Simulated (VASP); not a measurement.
# SiO2 (I-42d) in VASP: notebook

SiO2 is run at these levels: r2SCAN; tasks: single point.

Everything below comes from runs of VASP 6.6.1. Logs are shortened: lines on timing, memory, paths and dates and some standing lists are left out, and cuts for length are marked.

## (1) The cell of the first run

Symmetry: I-42d, No. 122, tetragonal system. Conventional cell: a = 4.748 Å, b = 4.748 Å, c = 7.488 Å, α = 90.00°, β = 90.00°, γ = 90.00°. Within 2.2 Å of Si (site symmetry -4) lie 4 O at 1.62 Å. Within 2.2 Å of O (site symmetry 2) lie 2 Si at 1.62 Å.

## (2) Single point, r2SCAN

Input file POSCAR:

```
SiO2
1.0
   -2.3740500000      2.3740500000      3.7440000000
    2.3740500000     -2.3740500000      3.7440000000
    2.3740500000      2.3740500000     -3.7440000000
Si O
2 4
Direct
    0.0000000000      0.0000000000      0.0000000000
    0.7500000000      0.2500000000      0.5000000000
    0.9983800000      0.6250000000      0.8733800000
    0.3750000000      0.2483800000      0.3733800000
    0.7516200000      0.1250000000      0.1266200000
    0.8750000000      0.0016200000      0.6266200000
```

Input file INCAR.step1:

```
SYSTEM = SiO2
ALGO = Normal
EDIFF = 1E-4
ENCUT = 520
GGA = PE
ISMEAR = 0
LASPH = .True.
LCHARG = .False.
LREAL = .False.
LWAVE = .True.
NBANDS = 25
NELM = 60
PREC = Accurate
SIGMA = 0.02
```

Input file INCAR.step2:

```
SYSTEM = SiO2
ALGO = Normal
EDIFF = 1E-6
ENCUT = 520
ISIF = 2
ISMEAR = 0
ISTART = 1
LASPH = .True.
LCHARG = .True.
LELF = .True.
LMIXTAU = .True.
LREAL = .False.
LVHAR = .True.
LWAVE = .False.
METAGGA = R2SCAN
NBANDS = 25
NELM = 60
PREC = Accurate
SIGMA = 0.02
```

Input file KPOINTS:

```
Automatic mesh
0
Gamma
  6 6 6
  0.5 0.5 0.5
```

Potentials or basis: VASP PAW PBE potentials, release 64 (Si, O).

Run with:

```
$ cat potpaw_PBE.64/Si/POTCAR potpaw_PBE.64/O/POTCAR > POTCAR
$ cp INCAR.step1 INCAR
$ mpirun -np 1 vasp_std > vasp.out
$ cp INCAR.step2 INCAR
$ mpirun -np 1 vasp_std > vasp.out
```

OUTCAR:

```text
SYSTEM = SiO2
   EDIFF = 1E-6
   ENCUT = 520
   ISIF = 2
   ISMEAR = 0
   ISTART = 1
   LASPH = .True.
   LREAL = .False.
   METAGGA = R2SCAN
   NELM = 60
   PREC = Accurate

 ion  position               nearest neighbor table
   1  0.000  0.000  0.000-   3 1.62   4 1.62   5 1.62   6 1.62   2 3.02   2 3.02   2 3.02   2 3.02

   2  0.750  0.250  0.500-   3 1.62   4 1.62   5 1.62   6 1.62   1 3.02   1 3.02   1 3.02   1 3.02

   3  0.998  0.625  0.873-   1 1.62   2 1.62
   4  0.375  0.248  0.373-   1 1.62   2 1.62
   5  0.752  0.125  0.127-   1 1.62   2 1.62
   6  0.875  0.002  0.627-   1 1.62   2 1.62

  LATTYP: Found a body centered tetragonal cell.
 ALAT       =     4.7481000000
 C/A-ratio  =     1.5770518734

  Lattice vectors:

 A1 = (  -2.3740500000,   2.3740500000,   3.7440000000)
 A2 = (   2.3740500000,  -2.3740500000,   3.7440000000)
 A3 = (   2.3740500000,   2.3740500000,  -3.7440000000)

Analysis of symmetry for initial positions (statically):
=====================================================================
 Subroutine PRICEL returns:
 Original cell was already a primitive cell.

 Routine SETGRP: Setting up the symmetry group for a
 body centered tetragonal supercell.

 Subroutine GETGRP returns: Found  8 space group operations
 (whereof  4 operations were pure point group operations)
 out of a pool of 16 trial point group operations.

The static configuration has the point symmetry S_4 .
 The point group associated with its full space group is D_2d.

Analysis of symmetry for dynamics (positions and initial velocities):
=====================================================================
 Subroutine PRICEL returns:
 Original cell was already a primitive cell.

 Routine SETGRP: Setting up the symmetry group for a
 body centered tetragonal supercell.

 Subroutine GETGRP returns: Found  8 space group operations
 (whereof  4 operations were pure point group operations)
 out of a pool of 16 trial point group operations.

The dynamic configuration has the point symmetry S_4 .
 The point group associated with its full space group is D_2d.

 Subroutine INISYM returns: Found  8 space group operations
 (whereof  4 operations are pure point group operations),
 and found     1 'primitive' translations

----------------------------------------------------------------------------------------

                                     Primitive cell

  volume of cell :      84.4064

  direct lattice vectors                    reciprocal lattice vectors
    -2.374050000  2.374050000  3.744000000     0.000000000  0.210610560  0.133547009
     2.374050000 -2.374050000  3.744000000     0.210610560  0.000000000  0.133547009
     2.374050000  2.374050000 -3.744000000     0.210610560  0.210610560  0.000000000

  length of vectors
     5.028892801  5.028892801  5.028892801     0.249382460  0.249382460  0.297848310

  position of ions in fractional coordinates (direct lattice)
     0.000000000  0.000000000  0.000000000
     0.750000000  0.250000000  0.500000000
     0.998380000  0.625000000  0.873380000
     0.375000000  0.248380000  0.373380000
     0.751620000  0.125000000  0.126620000
     0.875000000  0.001620000  0.626620000

  ion indices of the primitive-cell ions
   primitive index   ion index
                 1           1
                 2           2
                 3           3
                 4           4
                 5           5
                 6           6

----------------------------------------------------------------------------------------

 KPOINTS: Automatic mesh

Automatic generation of k-mesh.
 Grid dimensions read from file:
 generate k-points for:    6    6    6

 Generating k-lattice:

  Cartesian coordinates                     Fractional coordinates (reciprocal lattice)
     0.000000000  0.035101760  0.022257835     0.166666667  0.000000000  0.000000000
     0.035101760  0.000000000  0.022257835     0.000000000  0.166666667  0.000000000
     0.035101760  0.035101760  0.000000000     0.000000000  0.000000000  0.166666667

  Length of vectors
     0.041563743  0.041563743  0.049641385

  Shift w.r.t. Gamma in fractional coordinates (k-lattice)
     0.500000000  0.500000000  0.500000000

 Subroutine IBZKPT returns following result:
 ===========================================

 Found     28 irreducible k-points:

 Following reciprocal coordinates:
            Coordinates               Weight
  0.083333  0.083333  0.083333      8.000000
  0.250000  0.083333  0.083333     16.000000
  0.416667  0.083333  0.083333      8.000000
 -0.083333  0.083333  0.083333      4.000000
  0.250000  0.250000  0.083333      8.000000
  0.416667  0.250000  0.083333     16.000000
[... 16 lines left out ...]
 -0.250000  0.416667  0.250000      8.000000
 -0.416667 -0.416667  0.250000      8.000000
 [... further k-points ...]
   k-points           NKPTS =     28   k-points in BZ     NKDIM =     28   number of bands    NBANDS=     25
   number of dos      NEDOS =    301   number of ions     NIONS =      6
   total plane-waves  NPLWV =  64000
   dimension x,y,z NGX =    40 NGY =   40 NGZ =   40
   dimension x,y,z NGXF=    80 NGYF=   80 NGZF=   80
   ions per type =               2   4
   NGX,Y,Z   is equivalent  to a cutoff of  13.22, 13.22, 13.22 a.u.
   NGXF,Y,Z  is equivalent  to a cutoff of  26.45, 26.45, 26.45 a.u.
 SYSTEM =  SiO2
   PREC   = accura    normal or accurate (medium, high low for compatibility)
   ISTART =      1    job   : 0-new  1-cont  2-samecut
   ICHARG =      0    charge: 1-file 2-atom 10-const
   ISPIN  =      1    spin polarized calculation?
   LNONCOLLINEAR =      F non collinear calculations
   LSORBIT =      F    spin-orbit coupling
   LASPH  =      T    aspherical Exc in radial PAW
   ENCUT  =  520.0 eV  38.22 Ry    6.18 a.u.   9.35  9.35  9.35*2*pi/ulx,y,z
   NELM   =     60;   NELMIN=  2; NELMDL=  0     # of ELM steps
   EDIFF  = 0.1E-05   stopping-criterion for ELM
   LREAL  =      F    real-space projection
   EDIFFG = 0.1E-04   stopping-criterion for IOM
   NSW    =      0    number of steps for IOM
   IBRION =     -1    ionic relax: 0-MD 1-quasi-New 2-CG
   NFREE  =      0    steps in history (QN), initial steepest desc. (CG)
   ISIF   =      2    stress and relaxation
   ISYM   =      2    0-nonsym 1-usesym 2-fastsym
   POTIM  = 0.5000    time-step for ionic-motion
   TEBEG  =    0.0;   TEEND  =   0.0 temperature during run
   PSTRESS=    0.0 pullay stress
   NELECT =      32.0000    total number of electrons
   NUPDOWN=      -1.0000    fix difference up-down
   EMIN   =  10.00;   EMAX   =-10.00  energy-range for DOS
   EFERMI =   0.00;   METHOD = LEGACY
   ISMEAR =     0;   SIGMA  =   0.02  broadening in eV -4-tet -1-fermi 0-gaus
   EFERMI_NEDOS =   21; number of points for ismear=-14 and -15
   IALGO  =     38    algorithm
   IMIX   =      4    mixing-type and parameters
     AMIX     =   0.40;   BMIX     =  1.00
     AMIX_MAG =   1.60;   BMIX_MAG =  1.00
  volume/ion in A,a.u.               =      14.07        94.93
  Fermi-wavevector in a.u.,A,eV,Ry     =   1.184858  2.239057 19.101062  1.403888
  Thomas-Fermi vector in A             =   2.321064
   LORBIT       =      0    0 simple, 1 ext, 2 COOP (PROOUT), +10 PAW based schemes
   METAGGA = R2SCAN    functional components
   LHFCALC =     F    Hartree Fock is set to
   AEXX    =    0.0000 exact exchange contribution
   IVDW    =     0    specifies the selected vdW correction
   LEPSILON=     F    determine dielectric tensor
   LRPA    =     F    only Hartree local field effects (RPA)
 non-spin polarized calculation
 Gauss-broadening in eV      SIGMA  =   0.02
  energy-cutoff  :      520.00
  volume of cell :       84.41
 maximum number of plane-waves:      2296
 NGX is ok and might be reduce to    40
   NGX = 19   NGY = 19   NGZ = 19

 number of electron      32.0000012 magnetization

 Free energy of the ion-electron system (eV)
  ---------------------------------------------------
  ext. energy  EPLUGINS =         0.00000000
  ---------------------------------------------------
  free energy    TOTEN  =       -59.53115034 eV

  energy without entropy =      -59.53115034  energy(sigma->0) =      -59.53115034

 E-fermi :  -0.4241     XC(G=0):  -8.9990

 val. band max:       -0.5937628754   @ k =  -0.0833  -0.0833   0.0833
 cond. band min:       6.2597568837   @ k =  -0.0833  -0.0833   0.0833
 fundamental gap:      6.8535197591
 Fermi energy:        -0.4240801907

 k-point     1 :       0.0833    0.0833    0.0833
  band No.  band energies     occupation
      1     -20.5175      2.00000
      2     -18.7824      2.00000
      3     -18.5916      2.00000
      4     -18.5843      2.00000
      5      -9.1389      2.00000
      6      -6.1926      2.00000
[... 17 lines left out ...]
     24      13.3706      0.00000
     25      14.4459      0.00000

 k-point     2 :       0.2500    0.0833    0.0833
  band No.  band energies     occupation
      1     -20.2979      2.00000
      2     -19.0803      2.00000
      3     -18.6093      2.00000
      4     -18.5936      2.00000
      5      -8.7030      2.00000
      6      -6.4636      2.00000
[... 17 lines left out ...]
     24      13.3484      0.00000
     25      14.3953      0.00000

 k-point     3 :       0.4167    0.0833    0.0833
  band No.  band energies     occupation
      1     -20.1365      2.00000
      2     -19.2808      2.00000
      3     -18.6144      2.00000
      4     -18.6012      2.00000
      5      -8.4228      2.00000
      6      -6.6555      2.00000
[... 17 lines left out ...]
     24      13.5527      0.00000
     25      14.3520      0.00000

 k-point     4 :      -0.0833    0.0833    0.0833
  band No.  band energies     occupation
      1     -20.6034      2.00000
      2     -18.6580      2.00000
      3     -18.5980      2.00000
      4     -18.5626      2.00000
      5      -9.3234      2.00000
      6      -6.0054      2.00000
[... 17 lines left out ...]
     24      13.8822      0.00000
     25      13.9664      0.00000

 k-point     5 :       0.2500    0.2500    0.0833
  band No.  band energies     occupation
      1     -20.0639      2.00000
      2     -19.3465      2.00000
      3     -18.6249      2.00000
      4     -18.6162      2.00000
      5      -8.2651      2.00000
      6      -6.9070      2.00000
[... 17 lines left out ...]
     24      13.4224      0.00000
     25      14.3200      0.00000

 k-point     6 :       0.4167    0.2500    0.0833
  band No.  band energies     occupation
      1     -19.9600      2.00000
      2     -19.4554      2.00000
      3     -18.6305      2.00000
      4     -18.6236      2.00000
      5      -8.0890      2.00000
      6      -7.1354      2.00000
[... 17 lines left out ...]
     24      13.0975      0.00000
     25      13.9630      0.00000
[... 393 lines left out ...]
 k-point    21 :      -0.2500    0.2500    0.2500
  band No.  band energies     occupation
      1     -20.2045      2.00000
      2     -19.2035      2.00000
      3     -18.6356      2.00000
      4     -18.5718      2.00000
      5      -8.5012      2.00000
      6      -6.5642      2.00000
[... 17 lines left out ...]
     24      13.0025      0.00000
     25      14.8151      0.00000

 k-point    22 :      -0.4167    0.4167    0.2500
  band No.  band energies     occupation
      1     -19.9051      2.00000
      2     -19.5458      2.00000
      3     -18.6310      2.00000
      4     -18.5998      2.00000
      5      -7.8812      2.00000
      6      -7.1516      2.00000
[... 17 lines left out ...]
     24      13.7508      0.00000
     25      14.0827      0.00000

 k-point    23 :      -0.2500    0.4167    0.2500
  band No.  band energies     occupation
      1     -20.0293      2.00000
      2     -19.4221      2.00000
      3     -18.6286      2.00000
      4     -18.5833      2.00000
      5      -8.1219      2.00000
      6      -6.8335      2.00000
[... 17 lines left out ...]
     24      13.6055      0.00000
     25      14.4677      0.00000

 k-point    24 :      -0.4167   -0.4167    0.2500
  band No.  band energies     occupation
      1     -19.9595      2.00000
      2     -19.5062      2.00000
      3     -18.6077      2.00000
      4     -18.6044      2.00000
      5      -7.9121      2.00000
      6      -7.0302      2.00000
[... 17 lines left out ...]
     24      13.8962      0.00000
     25      14.3459      0.00000

 [... further k-points ...]

------------------------ aborting loop because EDIFF is reached ----------------------------------------

  FORCE on cell =-STRESS in cart. coord.  units (eV):
  Direction    XX          YY          ZZ          XY          YZ          ZX
  --------------------------------------------------------------------------------------
  -------------------------------------------------------------------------------------
  Total       -0.2290367     -0.2290367     -1.2586644      0.0000000      0.0000000      0.0000000
  in kB       -4.3475049     -4.3475049    -23.8915853      0.0000000      0.0000000      0.0000000
  external PRESSURE =     -10.8621984 kB  Pullay stress =       0.0000000 kB

 VOLUME and BASIS-vectors are now :
 -----------------------------------------------------------------------------
  energy-cutoff  :      520.00
  volume of cell :       84.41
      direct lattice vectors                 reciprocal lattice vectors
    -2.374050000  2.374050000  3.744000000     0.000000000  0.210610560  0.133547009
     2.374050000 -2.374050000  3.744000000     0.210610560  0.000000000  0.133547009
     2.374050000  2.374050000 -3.744000000     0.210610560  0.210610560  0.000000000

 POSITION                                       TOTAL-FORCE (eV/Angst)
 -----------------------------------------------------------------------------------
      0.00000      0.00000      0.00000         0.000000      0.000000     -0.000000
      0.00000      2.37405      1.87200         0.000000     -0.000000      0.000000
      1.18702      2.95987      2.80800         0.000000     -0.187056     -0.000000
      0.58582      1.18702      0.93600        -0.187056      0.000000     -0.000000
     -1.18702      1.78823      2.80800         0.000000      0.187056      0.000000
     -0.58582      3.56107      0.93600         0.187056      0.000000      0.000000
 -----------------------------------------------------------------------------------
    total drift:                                0.000011      0.000011     -0.000002

  FREE ENERGIE OF THE ION-ELECTRON SYSTEM (eV)
  ---------------------------------------------------
  free  energy   TOTEN  =       -59.5311503421 eV

  energy  without entropy=      -59.5311503421  energy(sigma->0) =      -59.53115034
```

It took 4.5 min on 1 thread of Intel Xeon Platinum 8488C (Sapphire Rapids), shared host; peak memory 0.26 GiB.

Results:

- Free energy: -59.5312 eV
- Pressure: -1.1 GPa
- Largest force: 0.187 eV/Å
- Band gap on the k mesh: 6.85 eV

Forces on the atoms (eV/Å):
```
Si   0.000  0.000  0.000
Si   0.000  0.000  0.000
O    0.000 -0.187  0.000
O   -0.187  0.000  0.000
O    0.000  0.187  0.000
O    0.187  0.000  0.000
```

Caveat: the PAW data sets were made with another functional, which shifts forces and pressure a little; a shifted mesh leaves out Γ, where band edges can lie. r2SCAN opens gaps a little over a GGA but as a rule still falls short of measured ones.

## (3) Single point, r2SCAN

POSCAR is that of step 2.

Input file INCAR.step1:

```
PREC = Accurate
ENCUT = 520
ISMEAR = 0
SIGMA = 0.02
LREAL = False
LASPH = True
NELM = 60
NBANDS = 25
GGA = PE
ALGO = Normal
EDIFF = 1E-4
LWAVE = True
LCHARG = False
```

Input file INCAR.step2:

```
PREC = Accurate
ENCUT = 520
EDIFF = 1E-6
ISMEAR = 0
SIGMA = 0.02
LREAL = False
LASPH = True
NELM = 60
ALGO = Normal
ISIF = 2
LWAVE = False
LCHARG = False
METAGGA = R2SCAN
LMIXTAU = True
NBANDS = 25
ISTART = 1
```

Input file KPOINTS:

```
regular mesh
0
Gamma
  10 10 10
```

Potentials or basis: VASP PAW PBE potentials, release 64 (Si, O).

Run with:

```
$ cat potpaw_PBE.64/Si/POTCAR potpaw_PBE.64/O/POTCAR > POTCAR
$ cp INCAR.step1 INCAR
$ mpirun -np 1 vasp_std > vasp.out
$ cp INCAR.step2 INCAR
$ mpirun -np 1 vasp_std > vasp.out
```

Run time: 15 min. Hardware: 1 thread of Intel Xeon Platinum 8488C (Sapphire Rapids), shared host; peak memory 0.35 GiB.

It converged, with:

- Free energy: -59.5312 eV
- Pressure: -1.1 GPa
- Largest force: 0.187 eV/Å
- Band gap on the k mesh: 6.69 eV

Forces in eV/Å, atoms in the order of the input:
```
Si   0.000  0.000  0.000
Si   0.000  0.000  0.000
O    0.000 -0.187  0.000
O   -0.187  0.000  0.000
O    0.000  0.187  0.000
O    0.187  0.000  0.000
```

Stress tensor (GPa, compression positive):
```
-0.43  0.00  0.00
 0.00 -0.43  0.00
 0.00  0.00 -2.39
```

Levels at points of the mesh, in eV from the valence-band top:
| k point | band 13 | band 14 | band 15 | band 16 | band 17 | band 18 | band 19 | band 20 |
| --- | --- | --- | --- | --- | --- | --- | --- | --- |
| (0.00, 0.00, 0.00) | -1.35 | -1.04 | 0.00 | 0.00 | 6.69 | 9.51 | 12.32 | 12.32 |
| (0.50, 0.00, 0.00) | -1.29 | -0.69 | -0.29 | -0.18 | 9.22 | 9.93 | 10.85 | 11.13 |
| (0.50, 0.50, 0.00) | -0.76 | -0.76 | -0.24 | -0.24 | 10.27 | 10.27 | 11.12 | 11.12 |
| (0.50, 0.50, 0.50) | -1.52 | -1.52 | -0.11 | -0.11 | 9.77 | 9.77 | 10.55 | 10.55 |

Caveat: the PAW data sets were made with another functional, which shifts forces and pressure a little.
